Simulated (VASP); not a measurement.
Set up this calculation in VASP 6.6.1, as the native input.

```
Task                   : single point
Functional             : PBE
Potentials or basis    : VASP PAW PBE potentials, release 64 (Al, N)
Cutoff                 : 520 eV
k mesh                 : 12 × 12 × 7
Occupations            : fermi-dirac, width 0.02 eV
Spin                   : no spin polarisation
Dipole correction      : no
Further INCAR settings : ALGO = Normal; EDIFF = 1e-06; NBANDS = 16
```

The structure of AlN (wurtzite type) lies in POSCAR:

```
AlN
1.0
    3.1301578475      0.0000000000      0.0000000000
   -1.5650789238      2.7107962138      0.0000000000
    0.0000000000      0.0000000000      5.0181096024
Al N
2 2
Direct
    0.3333333333      0.6666666667     -0.0027596937
    0.6666666667      0.3333333333      0.4972403063
    0.3333333333      0.6666666667      0.3787596937
    0.6666666667      0.3333333333      0.8787596937
```

These files were run (other wordings do the same):

INCAR

```
SYSTEM = AlN
  PREC = Accurate
  ENCUT = 520
  EDIFF = 1E-6
  ISMEAR = -1
  SIGMA = 0.02
  LREAL = .FALSE.
  LASPH = .TRUE.
  NELM = 100
  ALGO = Normal
  ISIF = 2
  LWAVE = .FALSE.
  LCHARG = .TRUE.
  GGA = PE
  LELF = .TRUE.
  LVHAR = .TRUE.
  NBANDS = 16
```

KPOINTS

```
regular mesh
0
G
  12 12 7
  0 0 0
```

Potentials or basis: VASP PAW PBE potentials, release 64 (Al, N).

Run with:

```sh
$ cat potpaw_PBE.64/Al/POTCAR potpaw_PBE.64/N/POTCAR > POTCAR
$ mpirun -np 1 vasp_std > vasp.out
```

It gave:

```json
{
 "Pressure": "-0.2 GPa",
 "Band gap on the k mesh": "4.04 eV, direct"
}
```

It took 17 s on 1 thread of Intel(R) Xeon(R) 6975P-C (Granite Rapids) (shared host), peak memory 0.17 GiB.
